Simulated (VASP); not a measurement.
# SiC (P6_3mc) in VASP: a series of runs, part 2 of 2

VASP 6.6.1. Earlier steps stand in the parts before.

## (4) Single point, PBE (epitaxial xy strain +1.0%)

INCAR reads:

```
ALGO = Normal
EDIFF = 1E-7
ENCUT = 520
GGA = PE
ISIF = 2
ISMEAR = 0
LASPH = True
LCHARG = False
LREAL = False
LWAVE = False
NBANDS = 16
NELM = 100
PREC = Accurate
SIGMA = 0.01
```

KPOINTS reads:

```
k-points
0
Gamma
  6 6 4
```

POSCAR reads:

```
SiC
1.0
    3.1061098016      0.0000000000      0.0000000000
   -1.5530549008      2.6899699951      0.0000000000
    0.0000000000      0.0000000000      5.0400368703
Si C
2 2
Direct
    0.3333333333      0.6666666667     -0.0009413781
    0.6666666667      0.3333333333      0.4990586219
    0.3333333333      0.6666666667      0.3759413781
    0.6666666667      0.3333333333      0.8759413781
```

Potentials or basis: VASP PAW PBE potentials, release 64 (Si, C).

The run is started by

```bash
$ cat potpaw_PBE.64/Si/POTCAR potpaw_PBE.64/C/POTCAR > POTCAR
$ mpirun -np 1 vasp_std > vasp.out
```

OUTCAR:

```text
EDIFF = 1E-7
   ENCUT = 520
   GGA = PE
   ISIF = 2
   ISMEAR = 0
   LASPH = True
   LREAL = False
   NELM = 100
   PREC = Accurate

 ion  position               nearest neighbor table
   1  0.333  0.667  0.999-   4 1.90   4 1.90   4 1.90   3 1.90   2 3.09   2 3.09   2 3.09   2 3.09
                             2 3.09   2 3.09
   2  0.667  0.333  0.499-   3 1.90   3 1.90   3 1.90   4 1.90   1 3.09   1 3.09   1 3.09   1 3.09
                             1 3.09   1 3.09
   3  0.333  0.667  0.376-   2 1.90   2 1.90   2 1.90   1 1.90
   4  0.667  0.333  0.876-   1 1.90   1 1.90   1 1.90   2 1.90

  LATTYP: Found a hexagonal cell.
 ALAT       =     3.1061098016
 C/A-ratio  =     1.6226203168

  Lattice vectors:

 A1 = (   3.1061098016,   0.0000000000,   0.0000000000)
 A2 = (  -1.5530549008,   2.6899699951,   0.0000000000)
 A3 = (   0.0000000000,   0.0000000000,   5.0400368703)

Analysis of symmetry for initial positions (statically):
=====================================================================
 Subroutine PRICEL returns:
 Original cell was already a primitive cell.

 Routine SETGRP: Setting up the symmetry group for a
 hexagonal supercell.

 Subroutine GETGRP returns: Found 12 space group operations
 (whereof  6 operations were pure point group operations)
 out of a pool of 24 trial point group operations.

The static configuration has the point symmetry C_3v.
 The point group associated with its full space group is C_6v.

Analysis of symmetry for dynamics (positions and initial velocities):
=====================================================================
 Subroutine PRICEL returns:
 Original cell was already a primitive cell.

 Routine SETGRP: Setting up the symmetry group for a
 hexagonal supercell.
[... 122 lines left out ...]
   EFERMI_NEDOS =   21; number of points for ismear=-14 and -15
   IALGO  =     38    algorithm
   IMIX   =      4    mixing-type and parameters
     AMIX     =   0.40;   BMIX     =  1.00
     AMIX_MAG =   1.60;   BMIX_MAG =  1.00
  volume/ion in A,a.u.               =      10.53        71.05
  Fermi-wavevector in a.u.,A,eV,Ry     =   1.185720  2.240686 19.128868  1.405932
  Thomas-Fermi vector in A             =   2.321908
   LORBIT       =      0    0 simple, 1 ext, 2 COOP (PROOUT), +10 PAW based schemes
   GGA     = PE    functional components
   LHFCALC =     F    Hartree Fock is set to
   AEXX    =    0.0000 exact exchange contribution
   IVDW    =     0    specifies the selected vdW correction
   LEPSILON=     F    determine dielectric tensor
   LRPA    =     F    only Hartree local field effects (RPA)
 non-spin polarized calculation
 Gauss-broadening in eV      SIGMA  =   0.01
  energy-cutoff  :      520.00
  volume of cell :       42.11
 maximum number of plane-waves:      1152
 NGX is ok and might be reduce to    24
   NGX = 11   NGY = 11   NGZ = 19

 number of electron      16.0000001 magnetization

 Free energy of the ion-electron system (eV)
  ---------------------------------------------------
  ext. energy  EPLUGINS =         0.00000000
  ---------------------------------------------------
  free energy    TOTEN  =       -30.09453990 eV

  energy without entropy =      -30.09453990  energy(sigma->0) =      -30.09453990

 E-fermi :   8.0818     XC(G=0): -11.2701

 val. band max:        8.0358737600   @ k =   0.0000   0.0000   0.0000
 cond. band min:      10.4187781900   @ k =   0.3333   0.3333   0.0000
 fundamental gap:      2.3829044299
 Fermi energy:         8.0818456162

 k-point     1 :       0.0000    0.0000    0.0000
  band No.  band energies     occupation
      1      -7.3678      2.00000
      2      -3.7818      2.00000
      3      -0.5018      2.00000
      4       6.6745      2.00000
      5       6.6745      2.00000
      6       8.0223      2.00000
[... 376 lines left out ...]
      3       0.3391      2.00000
      4       0.3391      2.00000
      5       2.5170      2.00000
      6       2.5170      2.00000
[... 8 lines left out ...]
     15      19.5660      0.00000
     16      19.5660      0.00000

------------------------ aborting loop because EDIFF is reached ----------------------------------------

  FORCE on cell =-STRESS in cart. coord.  units (eV):
  Direction    XX          YY          ZZ          XY          YZ          ZX
  --------------------------------------------------------------------------------------
  -------------------------------------------------------------------------------------
  Total       -0.6241258     -0.6241258      0.8023501      0.0000000      0.0000000      0.0000000
  in kB      -23.7456897    -23.7456897     30.5264686      0.0000000      0.0000000      0.0000000
  external PRESSURE =      -5.6549702 kB  Pullay stress =       0.0000000 kB

 VOLUME and BASIS-vectors are now :
 -----------------------------------------------------------------------------
  energy-cutoff  :      520.00
  volume of cell :       42.11
      direct lattice vectors                 reciprocal lattice vectors
     3.106109802  0.000000000  0.000000000     0.321946120  0.185875679  0.000000000
    -1.553054901  2.689969995  0.000000000     0.000000000  0.371751358  0.000000000
     0.000000000  0.000000000  5.040036870     0.000000000  0.000000000  0.198411247

 POSITION                                       TOTAL-FORCE (eV/Angst)
 -----------------------------------------------------------------------------------
     -0.00000      1.79331      5.03529         0.000000     -0.000000     -0.018683
      1.55305      0.89666      2.51527        -0.000000      0.000000     -0.018683
     -0.00000      1.79331      1.89476        -0.000000      0.000000      0.018683
      1.55305      0.89666      4.41478         0.000000     -0.000000      0.018683
 -----------------------------------------------------------------------------------
    total drift:                               -0.000000      0.000000      0.000453

  FREE ENERGIE OF THE ION-ELECTRON SYSTEM (eV)
  ---------------------------------------------------
  free  energy   TOTEN  =       -30.0945399050 eV

  energy  without entropy=      -30.0945399050  energy(sigma->0) =      -30.09453990
```

OSZICAR:

```text
N       E                     dE             d eps       ncg     rms          rms(c)
DAV:   1     0.255351826915E+02    0.25535E+02   -0.70839E+03   672   0.892E+02
DAV:   2    -0.311373332060E+02   -0.56673E+02   -0.52410E+02   936   0.160E+02
DAV:   3    -0.337113278507E+02   -0.25740E+01   -0.25646E+01   912   0.313E+01
DAV:   4    -0.337311903938E+02   -0.19863E-01   -0.19859E-01   808   0.332E+00
DAV:   5    -0.337313988260E+02   -0.20843E-03   -0.20841E-03   912   0.319E-01    0.122E+01
DAV:   6    -0.301742117390E+02    0.35572E+01   -0.64305E+00   840   0.155E+01    0.548E+00
DAV:   7    -0.301119175014E+02    0.62294E-01   -0.10664E+00   920   0.603E+00    0.245E+00
DAV:   8    -0.300956514616E+02    0.16266E-01   -0.44701E-02   760   0.137E+00    0.614E-01
DAV:   9    -0.300941770664E+02    0.14744E-02   -0.74133E-03   864   0.582E-01    0.124E-01
DAV:  10    -0.300945116425E+02   -0.33458E-03   -0.10529E-03   776   0.186E-01    0.576E-02
DAV:  11    -0.300945380867E+02   -0.26444E-04   -0.10359E-04   816   0.714E-02    0.136E-02
DAV:  12    -0.300945393009E+02   -0.12142E-05   -0.72491E-06   832   0.169E-02    0.387E-03
DAV:  13    -0.300945398793E+02   -0.57844E-06   -0.45058E-07   832   0.438E-03    0.244E-03
DAV:  14    -0.300945399050E+02   -0.25635E-07   -0.41810E-08   528   0.135E-03
   1 F= -.30094540E+02 E0= -.30094540E+02  d E =-.519489E-13
```

stdout:

```text
POSCAR found type information on POSCAR SiC
 POSCAR found :  2 types and       4 ions
 scaLAPACK will be used
 LDA part: xc-table for (Slater+PW92), standard interpolation
 POSCAR, INCAR and KPOINTS ok, starting setup
 FFT: planning ... GRIDC
 FFT: planning ... GRID_SOFT
 FFT: planning ... GRID
 WAVECAR not read
 entering main loop
```

Wall time 21 s (1 thread of Intel Xeon 8259CL, shared host); peak memory 0.15 GiB.

Results:

```
Free energy            : -30.0945 eV
Pressure               : -0.6 GPa
Largest force          : 0.019 eV/Å
Band gap on the k mesh : 2.38 eV, indirect (least direct gap 3.84 eV)
```

Forces on the atoms (eV/Å):
```
Si   0.000  0.000 -0.019
Si   0.000  0.000 -0.019
C    0.000  0.000  0.019
C    0.000  0.000  0.019
```

Stress tensor (GPa, compression positive):
```
-2.37  0.00  0.00
 0.00 -2.37  0.00
 0.00  0.00  3.05
```

Caveat: the cell differs from its parent crystal (epitaxial xy strain +1.0%). A k mesh can miss the band edges.

## (5) Single point, PBE (epitaxial xy strain +2.0%)

INCAR reads:

```
PREC     = Accurate       # precision mode
ENCUT    = 520            # plane-wave cutoff, eV
EDIFF    = 1E-6           # SCF threshold, eV
ISMEAR   = 0              # smearing method
SIGMA    = 0.01           # smearing width, eV
LREAL    = F              # projectors in reciprocal space
LASPH    = T              # aspherical terms in the spheres
NELM     = 80             # most SCF steps
ALGO     = Normal         # electronic algorithm
ISIF     = 2              # what is computed and relaxed
LWAVE    = F              # write WAVECAR
LCHARG   = T              # write CHGCAR
GGA      = PE             # functional
LELF     = T              # ELF
LVHAR    = T            
NBANDS   = 16             # bands
```

KPOINTS reads:

```
Automatic mesh
0
Gamma
  6 6 4
```

POSCAR reads:

```
SiC
1.0
    3.1368633640      0.0000000000      0.0000000000
   -1.5684316820      2.7166033614      0.0000000000
    0.0000000000      0.0000000000      5.0321377631
Si C
2 2
Direct
    0.3333333333      0.6666666667     -0.0014138072
    0.6666666667      0.3333333333      0.4985861928
    0.3333333333      0.6666666667      0.3764138072
    0.6666666667      0.3333333333      0.8764138072
```

The run is started by

```bash
$ cat potpaw_PBE.64/Si/POTCAR potpaw_PBE.64/C/POTCAR > POTCAR
$ mpirun -np 1 vasp_std > vasp.out
```

Wall time 27 s (1 thread of Intel Xeon 8259CL, shared host); peak memory 0.15 GiB.

The run converged. Its results:

```yaml
Free_energy: -30.0669 eV
Pressure: -4.2 GPa
Largest_force: 0.033 eV/Å
Band_gap_on_the_k_mesh: 2.42 eV, indirect (least direct gap 3.71 eV)
```

Forces in eV/Å, atoms in the order of the input:
```
Si   0.000  0.000 -0.033
Si   0.000  0.000 -0.033
C    0.000  0.000  0.033
C    0.000  0.000  0.033
```

Stress tensor (GPa, compression positive):
```
-7.82  0.00  0.00
 0.00 -7.82  0.00
 0.00  0.00  2.92
```

Levels at points of the mesh, in eV from the valence-band top:
| k point | band 6 | band 7 | band 8 | band 9 | band 10 | band 11 |
| --- | --- | --- | --- | --- | --- | --- |
| (0.00, 0.00, 0.00) | -0.07 | -0.07 | 0.00 | 4.12 | 6.01 | 6.25 |
| (0.50, 0.00, 0.00) | -3.40 | -3.20 | -1.19 | 2.52 | 4.32 | 6.57 |
| (0.00, 0.00, 0.50) | -0.83 | -0.83 | -0.83 | 5.29 | 5.29 | 6.97 |
| (0.50, 0.00, 0.50) | -2.50 | -2.20 | -2.20 | 3.23 | 3.23 | 5.16 |

Caveat: the cell differs from its parent crystal (epitaxial xy strain +2.0%). A k mesh can miss the band edges.

## (6) Overview

| cell | gap on the mesh (eV) | pressure (GPa) | largest force (eV/Å) |
| --- | --- | --- | --- |
| a = 3.014, b = 3.014, c = 5.067 Å, angles 90.0, 90.0, 120.0°, 4 atoms | 2.01 | 12.5 | 0.02 |
| a = 3.045, b = 3.045, c = 5.057 Å, angles 90.0, 90.0, 120.0°, 4 atoms | 2.14 | 7.8 | 0.01 |
| a = 3.106, b = 3.106, c = 5.040 Å, angles 90.0, 90.0, 120.0°, 4 atoms | 2.38 | -0.6 | 0.02 |
| a = 3.137, b = 3.137, c = 5.032 Å, angles 90.0, 90.0, 120.0°, 4 atoms | 2.42 | -4.2 | 0.03 |

Alike in all rows: task single point; level PBE; potentials or basis VASP PAW PBE potentials, release 64 (Si, C); no spin polarisation; k mesh 6 × 6 × 4; cutoff (eV) 520; smearing gaussian 0.01 eV.

Total energies depend on the potentials used, so only differences within one code and one set of settings carry meaning.
